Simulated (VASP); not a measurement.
Here is a VASP 6.6.1 calculation.

File INCAR:

```
SYSTEM = Nb
  ALGO = Fast
  EDIFF = 1E-6
  ENCUT = 520
  GGA = PS
  ISIF = 2
  ISMEAR = 0
  LASPH = .True.
  LCHARG = .False.
  LREAL = .False.
  LWAVE = .False.
  NBANDS = 12
  NELM = 100
  PREC = Accurate
  SIGMA = 0.1
```

KPOINTS

```
k-points
0
Gamma
  18 18 18
  0 0 0
```

File POSCAR:

```
Nb
1.0
   -1.5679655503      1.5679655503      1.5679655503
    1.5679655503     -1.5679655503      1.5679655503
    1.5679655503      1.5679655503     -1.5679655503
Nb
1
Direct
    0.0000000000      0.0000000000      0.0000000000
```

Potentials or basis: VASP PAW PBE potentials, release 64 (Nb_sv).

Command:

```console
$ cat potpaw_PBE.64/Nb_sv/POTCAR > POTCAR
$ mpirun -np 1 vasp_std > vasp.out
```

(1) Estimate the pressure.

Answers

(1) 28.3 GPa.

Caveat: the PAW data sets were made with another functional, which shifts forces and pressure a little.
